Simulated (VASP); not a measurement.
Write the native input for VASP 6.6.1 that does the following.

```yaml
Task: single point
Functional: r2SCAN
Potentials_or_basis: VASP PAW PBE potentials, release 64 (Si)
Cutoff: 440 eV
k_mesh: 9 × 9 × 1
Occupations: gaussian, width 0.05 eV
Spin: no spin polarisation
Dipole_correction: yes
Further_INCAR_settings: ALGO = Normal; EDIFF = 1e-06; NBANDS = 21
```

System: Si, a slab with vacuum.

```
Si
1.0
     3.83191    0.00000    0.00000
    -1.91595    3.31853    0.00000
     0.00000    0.00000   22.14204
Si
6
Direct
  0.66667 0.33333 0.33872
  0.33333 0.66667 0.37486
  0.33333 0.66667 0.48193
  0.66667 0.33333 0.51807
  0.66667 0.33333 0.62514
  0.33333 0.66667 0.66128
```

These files were run (other wordings do the same):

POSCAR

```
Si
1.0
    3.8319083607      0.0000000000      0.0000000000
   -1.9159541804      3.3185299854      0.0000000000
    0.0000000000      0.0000000000     22.1420418938
Si
6
Direct
    0.6666666667      0.3333333333      0.3387221484
    0.3333333333      0.6666666667      0.3748625361
    0.3333333333      0.6666666667      0.4819298062
    0.6666666667      0.3333333333      0.5180701938
    0.6666666667      0.3333333333      0.6251374639
    0.3333333333      0.6666666667      0.6612778516
```

INCAR.step1

```
PREC = Accurate
ENCUT = 440
ISMEAR = 0
SIGMA = 0.05
LREAL = False
LASPH = True
NELM = 120
LDIPOL = True
IDIPOL = 3
DIPOL = 0.5 0.5 0.500
NBANDS = 21
GGA = PE
ALGO = Normal
EDIFF = 1E-5
LWAVE = True
LCHARG = False
GGA_COMPAT = False
NELMDL = -8
```

INCAR.step2

```
PREC = Accurate
ENCUT = 440
EDIFF = 1E-6
ISMEAR = 0
SIGMA = 0.05
LREAL = False
LASPH = True
NELM = 120
ALGO = Normal
ISIF = 2
LWAVE = False
LCHARG = False
LDIPOL = True
IDIPOL = 3
DIPOL = 0.5 0.5 0.500
METAGGA = R2SCAN
LMIXTAU = True
NBANDS = 21
ISTART = 1
GGA_COMPAT = False
```

KPOINTS

```
Automatic mesh
0
Gamma
  9 9 1
```

Potentials or basis: VASP PAW PBE potentials, release 64 (Si).

Run with:

```console
$ cat potpaw_PBE.64/Si/POTCAR > POTCAR
$ cp INCAR.step1 INCAR
$ mpirun -np 1 vasp_std > vasp.out
$ cp INCAR.step2 INCAR
$ mpirun -np 1 vasp_std > vasp.out
```

Results of the run:

| Quantity | Value |
| --- | --- |
| Largest force | 0.710 eV/Å |
| Band gap on the k mesh | zero (bands 12 and 13 overlap by 0.17 eV) |

Caveat: the PAW data sets were made with another functional, which shifts forces and pressure a little.

Run time: 3 min on 1 thread of Intel(R) Xeon(R) 6975P-C (Granite Rapids) (shared host), peak memory 0.37 GiB.
